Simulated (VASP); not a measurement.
Al2O3:

```
Al O
1.0
     3.01748    0.00000    0.00000
    -1.50874    2.61322    0.00000
     0.00000    0.00000    7.57464
Al O
2 3
Direct
  0.00000 0.00000 0.27795
  0.00000 0.00000 0.72205
  0.33333 0.66667 0.19945
  0.66667 0.33333 0.80055
  0.00000 0.00000 0.50000
```

* Program: VASP 6.6.1
* Task: relaxation of cell and atoms
* Functional: PBEsol
* Potentials or basis: VASP PAW PBE potentials, release 64 (Al, O_h)
* Cutoff: 1340 eV
* k mesh: 8 × 8 × 3
* Occupations: gaussian, width 0.01 eV
* Spin: no spin polarisation

At the start: pressure -3.7 GPa; volume 11.95 Å³/atom.

**Question.** How do energy, volume and symmetry change on relaxing?

**Answer.** Over 6 steps the energy falls by 3.6 meV/atom and the volume is 11.68 Å³/atom (-2.2 %); space group P-3m1 (No. 164, to 0.1 Å) before and after.

Step by step:
```csv
step,energy change (eV),largest force (eV/Å),pressure (GPa),volume (Å³)
1,0.0000,0.1704,-3.71,59.73
2,-0.0038,0.2349,3.69,57.37
3,-0.0167,0.0672,0.09,58.45
4,-0.0162,0.2843,-0.01,58.37
5,-0.0175,0.0859,0.04,58.42
6,-0.0179,0.0180,0.04,58.42
```

Final structure:
```cif
data_structure
_symmetry_space_group_name_H-M 'P 1'
_symmetry_Int_Tables_number 1
_cell_length_a 2.9874
_cell_length_b 2.9874
_cell_length_c 7.5582
_cell_angle_alpha 90.000
_cell_angle_beta 90.000
_cell_angle_gamma 120.000
_cell_volume 58.42
loop_
_atom_site_label
_atom_site_type_symbol
_atom_site_fract_x
_atom_site_fract_y
_atom_site_fract_z
_atom_site_occupancy
Al1 Al 0.00000 0.00000 0.27857 1
Al2 Al 0.00000 0.00000 0.72143 1
O1 O 0.33333 0.66667 0.19976 1
O2 O 0.66667 0.33333 0.80024 1
O3 O 0.00000 0.00000 0.50000 1
```

Caveat: the PAW data sets were made with another functional, which shifts forces and pressure a little.
